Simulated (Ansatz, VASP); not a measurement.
## Ag2PdS2: VASP beside Ansatz

```
Ag Pd S
1.0
    -2.49253    2.49253    4.38102
     2.49253   -2.49253    4.38102
     2.49253    2.49253   -4.38102
Ag Pd S
2 1 2
Direct
  0.75000 0.25000 0.50000
  0.00000 0.00000 0.00000
  0.25000 0.75000 0.50000
  0.72744 0.72744 0.00000
  0.27256 0.27256 0.00000
```

Alike in both runs: functional PBE; k mesh 10 × 10 × 10; occupations gaussian, width 0.1 eV; no spin polarisation.

Ansatz relaxed the structure, and its values are those at the end. VASP's run is a single point on that final structure, the one shown.

|  | VASP | Ansatz |
| --- | --- | --- |
| version | VASP 6.6.1 | Ansatz 0.2.0 |
| potentials or method | VASP PAW PBE potentials, release 64 (Ag, Pd, S), cutoff 520 eV | scalar-relativistic, plane waves, PAW |
| valence electrons in the cell | 44 | 68 |

```csv
,VASP,Ansatz,Ansatz less VASP
gap on the k mesh at the Fermi level (eV),none,none,-
pressure (GPa),-0.1,0.0,+0.13
```

A gap of «none» marks a metal or a gap that the smearing closes. With one functional, cell and mesh, what is left measures potentials, basis and numerics. VASP's potentials hold 44 valence electrons a cell and Ansatz's 68, so a difference there can come from the potentials and not from the codes.
